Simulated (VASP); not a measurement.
The system is Sc.

```
Sc
1.0
     0.00000    2.32000    2.32000
     2.32000    0.00000    2.32000
     2.32000    2.32000    0.00000
Sc
1
Direct
  0.00000 0.00000 0.00000
```

This isn't the form of Sc at room conditions, which is hcp.

| Quantity | Value |
| --- | --- |
| Program | VASP 6.6.1 |
| Task | relaxation of cell and atoms |
| Functional | PBEsol |
| Potentials or basis | VASP PAW PBE potentials, release 64 (Sc_sv) |
| Cutoff | 500 eV |
| k mesh | 17 × 17 × 17 |
| Occupations | fermi-dirac, width 0.1 eV |
| Spin | no spin polarisation |

At the start: pressure -2.6 GPa; volume 24.97 Å³/atom.

**Question.** Where does the relaxation end?

**Answer.** Over 3 steps the energy falls by 10.7 meV/atom and the volume is 23.70 Å³/atom (-5.1 %); space group Fm-3m (No. 225, to 0.1 Å) before and after.

The path:
| step | energy change (eV) | largest force (eV/Å) | pressure (GPa) | volume (Å³) |
| --- | --- | --- | --- | --- |
| 1 | 0.0000 | 0.0000 | -2.59 | 24.97 |
| 2 | -0.0105 | 0.0000 | 0.37 | 23.54 |
| 3 | -0.0107 | 0.0000 | 0.01 | 23.70 |

Final structure:
```yaml
crystal:
  lattice:
    - [0.00000, 2.27980, 2.27980]
    - [2.27980, 0.00000, 2.27980]
    - [2.27980, 2.27980, 0.00000]
  atoms:
    - { symbol: Sc, position: [0.00000, 0.00000, 0.00000] }
```

Caveat: the PAW data sets were made with another functional, which shifts forces and pressure a little.
